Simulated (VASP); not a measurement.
# Li2BeS2 in VASP: further runs

Li2BeS2 is run at these levels: PBE; tasks: relaxation of cell and atoms, single point.

Everything below comes from runs of VASP 6.6.1. Logs are shortened: lines on timing, memory, paths and dates and some standing lists are left out, and cuts for length are marked.

## Step 1: The cell of the first run

It takes space group P3m1 (No. 156, trigonal). Conventional cell: a = 3.747 Å, b = 3.747 Å, c = 6.749 Å, α = 90.00°, β = 90.00°, γ = 120.00°. Within 2.9 Å of Li (site symmetry 3m) lie 4 S at 2.20 to 2.48 Å and 3 Be at 2.67 Å. Within 3.0 Å of Li (site symmetry 3m) lie 4 S at 2.27 to 2.68 Å and 1 Be at 2.50 Å. Within 2.6 Å of Be (site symmetry 3m) lie 4 S at 1.99 to 2.35 Å and 1 Li at 2.50 Å. S (site symmetry 3m) has 3 Be at 2.35 Å and 4 Li at 2.48 to 2.68 Å within 3.1 Å. S (site symmetry 3m) has 1 Be at 1.99 Å and 4 Li at 2.20 to 2.27 Å within 2.6 Å.

## Step 2: Relaxation of cell and atoms, PBE

File INCAR:

```
SYSTEM = Li2BeS2
PREC = Accurate ; ENCUT = 600
EDIFF = 1E-6 ; ISMEAR = 0
SIGMA = 0.02 ; LREAL = .FALSE.
LASPH = .TRUE. ; NELM = 60
ALGO = Normal ; ISIF = 3
LWAVE = .FALSE. ; LCHARG = .FALSE.
GGA = PE ; IBRION = 2
NSW = 100 ; EDIFFG = -0.01
```

File KPOINTS:

```
Automatic mesh
0
G
  6 6 4
  0 0 0
```

File POSCAR:

```
Li2BeS2
1.0
    3.7469263100      0.0000000000      0.0000000000
   -1.8734631550      3.2449333706      0.0000000000
    0.0000000000      0.0000000000      6.7492047766
Li Be S
2 1 2
Direct
    0.0000000000      0.0000000000      0.4077637362
    0.3333333333      0.6666666667      0.8050438056
    0.3333333333      0.6666666667      0.1747451065
    0.0000000000      0.0000000000      0.0405135229
    0.3333333333      0.6666666667      0.4688847988
```

Potentials or basis: VASP PAW PBE potentials, release 64 (Li_sv, Be, S).

Launch:

```
cat potpaw_PBE.64/Li_sv/POTCAR potpaw_PBE.64/Be/POTCAR potpaw_PBE.64/S/POTCAR > POTCAR
mpirun -np 1 vasp_std > vasp.out
```

OUTCAR:

```text
SYSTEM = Li2BeS2
   PREC = Accurate
   ENCUT = 600
   EDIFF = 1E-6
   ISMEAR = 0
   LREAL = .FALSE.
   LASPH = .TRUE.
   NELM = 60
   ISIF = 3
   GGA = PE
   IBRION = 2
   NSW = 100
   EDIFFG = -0.01

 ion  position               nearest neighbor table
   1  0.000  0.000  0.408-   5 2.20   5 2.20   5 2.20   4 2.48
   2  0.333  0.667  0.805-   5 2.27   3 2.50   4 2.68   4 2.68   4 2.68
   3  0.333  0.667  0.175-   5 1.99   4 2.35   4 2.35   4 2.35   2 2.50
   4  0.000  0.000  0.041-   3 2.35   3 2.35   3 2.35   1 2.48   2 2.68   2 2.68   2 2.68
   5  0.333  0.667  0.469-   3 1.99   1 2.20   1 2.20   1 2.20   2 2.27

  LATTYP: Found a hexagonal cell.
 ALAT       =     3.7469263100
 C/A-ratio  =     1.8012643480

  Lattice vectors:

 A1 = (   3.7469263100,   0.0000000000,   0.0000000000)
 A2 = (  -1.8734631550,   3.2449333706,   0.0000000000)
 A3 = (   0.0000000000,   0.0000000000,   6.7492047766)

Analysis of symmetry for initial positions (statically):
=====================================================================
 Subroutine PRICEL returns:
 Original cell was already a primitive cell.

 Routine SETGRP: Setting up the symmetry group for a
 hexagonal supercell.

 Subroutine GETGRP returns: Found  6 space group operations
 (whereof  6 operations were pure point group operations)
 out of a pool of 24 trial point group operations.

The static configuration has the point symmetry C_3v.

Analysis of symmetry for dynamics (positions and initial velocities):
=====================================================================
 Subroutine PRICEL returns:
 Original cell was already a primitive cell.

 Routine SETGRP: Setting up the symmetry group for a
 hexagonal supercell.

 Subroutine GETGRP returns: Found  6 space group operations
 (whereof  6 operations were pure point group operations)
 out of a pool of 24 trial point group operations.

The dynamic configuration has the point symmetry C_3v.

 Subroutine INISYM returns: Found  6 space group operations
 (whereof  6 operations are pure point group operations),
 and found     1 'primitive' translations

----------------------------------------------------------------------------------------

                                     Primitive cell

  volume of cell :      82.0604

  direct lattice vectors                    reciprocal lattice vectors
     3.746926310  0.000000000  0.000000000     0.266885419  0.154086369  0.000000000
    -1.873463155  3.244933371  0.000000000     0.000000000  0.308172738  0.000000000
     0.000000000  0.000000000  6.749204777     0.000000000  0.000000000  0.148165604

  length of vectors
     3.746926310  3.746926310  6.749204777     0.308172738  0.308172738  0.148165604

  position of ions in fractional coordinates (direct lattice)
     0.000000000  0.000000000  0.407763736
     0.333333333  0.666666667  0.805043806
     0.333333333  0.666666667  0.174745106
     0.000000000  0.000000000  0.040513523
     0.333333333  0.666666667  0.468884799

  ion indices of the primitive-cell ions
   primitive index   ion index
                 1           1
                 2           2
                 3           3
                 4           4
                 5           5

----------------------------------------------------------------------------------------

 KPOINTS: Automatic mesh

Automatic generation of k-mesh.
 Grid dimensions read from file:
 generate k-points for:    6    6    4

 Generating k-lattice:

  Cartesian coordinates                     Fractional coordinates (reciprocal lattice)
     0.044480903  0.025681061  0.000000000     0.166666667  0.000000000  0.000000000
     0.000000000  0.051362123  0.000000000     0.000000000  0.166666667  0.000000000
     0.000000000  0.000000000  0.037041401     0.000000000  0.000000000  0.250000000

  Length of vectors
     0.051362123  0.051362123  0.037041401

  Shift w.r.t. Gamma in fractional coordinates (k-lattice)
     0.000000000  0.000000000  0.000000000

 Subroutine IBZKPT returns following result:
 ===========================================

 Found     24 irreducible k-points:

 Following reciprocal coordinates:
            Coordinates               Weight
  0.000000  0.000000  0.000000      1.000000
  0.166667 -0.000000  0.000000      6.000000
  0.333333 -0.000000  0.000000      6.000000
  0.500000  0.000000  0.000000      3.000000
  0.166667  0.166667  0.000000      6.000000
  0.333333  0.166667  0.000000     12.000000
[... 16 lines left out ...]
  0.333333  0.166667  0.500000     12.000000
  0.333333  0.333333  0.500000      2.000000
   k-points           NKPTS =     24   k-points in BZ     NKDIM =     24   number of bands    NBANDS=     14
   number of dos      NEDOS =    301   number of ions     NIONS =      5
   total plane-waves  NPLWV =  48600
   dimension x,y,z NGX =    30 NGY =   30 NGZ =   54
   dimension x,y,z NGXF=    60 NGYF=   60 NGZF=  108
   ions per type =               2   1   2
   NGX,Y,Z   is equivalent  to a cutoff of  13.31, 13.31, 13.30 a.u.
   NGXF,Y,Z  is equivalent  to a cutoff of  26.62, 26.62, 26.60 a.u.
 SYSTEM =  Li2BeS2
   PREC   = accura    normal or accurate (medium, high low for compatibility)
   ISTART =      0    job   : 0-new  1-cont  2-samecut
   ICHARG =      2    charge: 1-file 2-atom 10-const
   ISPIN  =      1    spin polarized calculation?
   LNONCOLLINEAR =      F non collinear calculations
   LSORBIT =      F    spin-orbit coupling
   LASPH  =      T    aspherical Exc in radial PAW
   ENCUT  =  600.0 eV  44.10 Ry    6.64 a.u.   7.48  7.48 13.48*2*pi/ulx,y,z
   NELM   =     60;   NELMIN=  2; NELMDL= -5     # of ELM steps
   EDIFF  = 0.1E-05   stopping-criterion for ELM
   LREAL  =      F    real-space projection
   EDIFFG = -.1E-01   stopping-criterion for IOM
   NSW    =    100    number of steps for IOM
   IBRION =      2    ionic relax: 0-MD 1-quasi-New 2-CG
   NFREE  =      1    steps in history (QN), initial steepest desc. (CG)
   ISIF   =      3    stress and relaxation
   ISYM   =      2    0-nonsym 1-usesym 2-fastsym
   POTIM  = 0.5000    time-step for ionic-motion
   TEBEG  =    0.0;   TEEND  =   0.0 temperature during run
   PSTRESS=    0.0 pullay stress
   NELECT =      20.0000    total number of electrons
   NUPDOWN=      -1.0000    fix difference up-down
   EMIN   =  10.00;   EMAX   =-10.00  energy-range for DOS
   EFERMI =   0.00;   METHOD = LEGACY
   ISMEAR =     0;   SIGMA  =   0.02  broadening in eV -4-tet -1-fermi 0-gaus
   EFERMI_NEDOS =   21; number of points for ismear=-14 and -15
   IALGO  =     38    algorithm
   IMIX   =      4    mixing-type and parameters
     AMIX     =   0.40;   BMIX     =  1.00
     AMIX_MAG =   1.60;   BMIX_MAG =  1.00
  volume/ion in A,a.u.               =      16.41       110.75
  Fermi-wavevector in a.u.,A,eV,Ry     =   1.022603  1.932439 14.227837  1.045717
  Thomas-Fermi vector in A             =   2.156291
   LORBIT       =      0    0 simple, 1 ext, 2 COOP (PROOUT), +10 PAW based schemes
   GGA     = PE    functional components
   LHFCALC =     F    Hartree Fock is set to
   AEXX    =    0.0000 exact exchange contribution
   IVDW    =     0    specifies the selected vdW correction
   LEPSILON=     F    determine dielectric tensor
   LRPA    =     F    only Hartree local field effects (RPA)
 conjugate gradient relaxation of ions
 non-spin polarized calculation
 Gauss-broadening in eV      SIGMA  =   0.02
  energy-cutoff  :      600.00
  volume of cell :       82.06
 maximum number of plane-waves:      2774
 NGX is ok and might be reduce to    30
   NGX = 15   NGY = 15   NGZ = 27

--------------------------------------- Ionic step        1  -------------------------------------------

 number of electron      20.0000019 magnetization

 Free energy of the ion-electron system (eV)
  ---------------------------------------------------
  ext. energy  EPLUGINS =         0.00000000
  ---------------------------------------------------
  free energy    TOTEN  =       -20.93019199 eV

  energy without entropy =      -20.93019199  energy(sigma->0) =      -20.93019199

------------------------ aborting loop because EDIFF is reached ----------------------------------------

  FORCE on cell =-STRESS in cart. coord.  units (eV):
  Direction    XX          YY          ZZ          XY          YZ          ZX
  --------------------------------------------------------------------------------------
  -------------------------------------------------------------------------------------
  Total        0.0941238      0.0941238      0.0441859     -0.0000000      0.0000000      0.0000000
  in kB        1.8377079      1.8377079      0.8627021     -0.0000000      0.0000000      0.0000000
  external PRESSURE =       1.5127060 kB  Pullay stress =       0.0000000 kB

 VOLUME and BASIS-vectors are now :
 -----------------------------------------------------------------------------
  energy-cutoff  :      600.00
  volume of cell :       82.06
      direct lattice vectors                 reciprocal lattice vectors
     3.746926310  0.000000000  0.000000000     0.266885419  0.154086369  0.000000000
    -1.873463155  3.244933371  0.000000000     0.000000000  0.308172738  0.000000000
     0.000000000  0.000000000  6.749204777     0.000000000  0.000000000  0.148165604
[... 196 lines left out ...]
 POSITION                                       TOTAL-FORCE (eV/Angst)
 -----------------------------------------------------------------------------------
     -0.00000      0.00000      2.75290         0.000000     -0.000000     -0.006832
     -0.00000      2.16612      5.43779        -0.000000     -0.000000      0.006574
     -0.00000      2.16612      1.17982        -0.000000     -0.000000      0.014844
     -0.00000      0.00000      0.27368        -0.000000     -0.000000      0.003813
     -0.00000      2.16612      3.16657         0.000000      0.000000     -0.018399
 -----------------------------------------------------------------------------------
    total drift:                               -0.000000     -0.000000      0.000389

  FREE ENERGIE OF THE ION-ELECTRON SYSTEM (eV)
  ---------------------------------------------------
  free  energy   TOTEN  =       -20.9303368680 eV

  energy  without entropy=      -20.9303368680  energy(sigma->0) =      -20.93033687

--------------------------------------- Ionic step        7  -------------------------------------------

 number of electron      20.0000019 magnetization

 Free energy of the ion-electron system (eV)
  ---------------------------------------------------
  ext. energy  EPLUGINS =         0.00000000
  ---------------------------------------------------
  free energy    TOTEN  =       -20.93035726 eV

  energy without entropy =      -20.93035726  energy(sigma->0) =      -20.93035726

 E-fermi :   2.4679     XC(G=0):  -8.5066

 val. band max:        2.2636631172   @ k =   0.0000   0.0000   0.0000
 cond. band min:       5.0337294818   @ k =   0.0000   0.0000   0.0000
 fundamental gap:      2.7700663646
 Fermi energy:         2.4678579516

 k-point     1 :       0.0000    0.0000    0.0000
  band No.  band energies     occupation
      1     -43.4213      2.00000
      2     -41.3239      2.00000
      3     -10.4831      2.00000
      4      -9.0850      2.00000
      5      -2.1737      2.00000
      6       0.7957      2.00000
      7       0.7957      2.00000
      8       0.9517      2.00000
      9       2.2637      2.00000
     10       2.2637      2.00000
     11       5.0337      0.00000
     12       6.5011      0.00000
     13       7.5629      0.00000
     14       7.5629      0.00000

 k-point     2 :       0.1667   -0.0000    0.0000
  band No.  band energies     occupation
      1     -43.4212      2.00000
      2     -41.3234      2.00000
      3     -10.3141      2.00000
      4      -9.0143      2.00000
      5      -1.9672      2.00000
      6      -0.3734      2.00000
      7       0.4682      2.00000
      8       0.8759      2.00000
      9       1.5949      2.00000
     10       2.1041      2.00000
[... 398 lines left out ...]
 POSITION                                       TOTAL-FORCE (eV/Angst)
 -----------------------------------------------------------------------------------
      1.87635      3.24993      2.75178         0.000000      0.000000     -0.005649
     -0.00000      2.16662      5.43726        -0.000000      0.000000      0.003901
     -0.00000      2.16662      1.18029         0.000000      0.000000     -0.001745
     -1.87635      3.24993      0.27385         0.000000      0.000000     -0.000544
     -0.00000      2.16662      3.16496        -0.000000     -0.000000      0.004038
 -----------------------------------------------------------------------------------
    total drift:                               -0.000000     -0.000000      0.000319

  FREE ENERGIE OF THE ION-ELECTRON SYSTEM (eV)
  ---------------------------------------------------
  free  energy   TOTEN  =       -20.9303572641 eV

  energy  without entropy=      -20.9303572641  energy(sigma->0) =      -20.93035726

 reached required accuracy - stopping structural energy minimisation
```

Run time: 52 s. Hardware: 1 thread of Intel Xeon 6975P-C (Granite Rapids), shared host; peak memory 0.22 GiB.

What came out:

| Quantity | Value |
| --- | --- |
| Free energy | -20.9304 eV |
| Relaxed volume | 16.47 Å³/atom |
| Relaxed cell | a = 3.753 Å, b = 3.753 Å, c = 6.752 Å, α = 90.00°, β = 90.00°, γ = 120.00° |
| Space group after relaxing (to 0.05 Å) | P3m1 (No. 156) |
| Energy gained by relaxing | 0.0 meV/atom |
| Ionic steps | 7 |
| Pressure after relaxing | 0.0 GPa |
| Largest force after relaxing | 0.006 eV/Å |
| Band gap on the k mesh | 2.77 eV, direct |

Forces on the atoms (eV/Å):
```
Li   0.000  0.000 -0.006
Li   0.000  0.000  0.004
Be   0.000  0.000 -0.002
S    0.000  0.000 -0.001
S    0.000  0.000  0.004
```

Step by step:
| step | energy change (eV) | largest force (eV/Å) | pressure (GPa) | volume (Å³) |
| --- | --- | --- | --- | --- |
| 1 | 0.0000 | 0.0152 | 0.15 | 82.06 |
| 2 | -0.0001 | 0.0128 | 0.03 | 82.24 |
| 3 | -0.0001 | 0.0183 | 0.00 | 82.32 |
| 4 | -0.0001 | 0.0204 | -0.03 | 82.35 |
| 5 | -0.0001 | 0.0190 | -0.02 | 82.33 |
| 6 | -0.0001 | 0.0184 | -0.03 | 82.33 |
| 7 | -0.0002 | 0.0056 | -0.01 | 82.35 |

Final structure:
```
Li Be S
1.0
     3.75269    0.00000    0.00000
    -1.87635    3.24993    0.00000
     0.00000    0.00000    6.75196
Li Be S
2 1 2
Direct
  0.00000 0.00000 0.40755
  0.33333 0.66667 0.80529
  0.33333 0.66667 0.17481
  0.00000 0.00000 0.04056
  0.33333 0.66667 0.46875
```

Caveat: the cutoff is under 1.25 times the usual one of these potentials, so pressure, stress and relaxed cells hold a basis-set (Pulay) error. A k mesh can miss the band edges.

(Continued in part 2 of 2.)
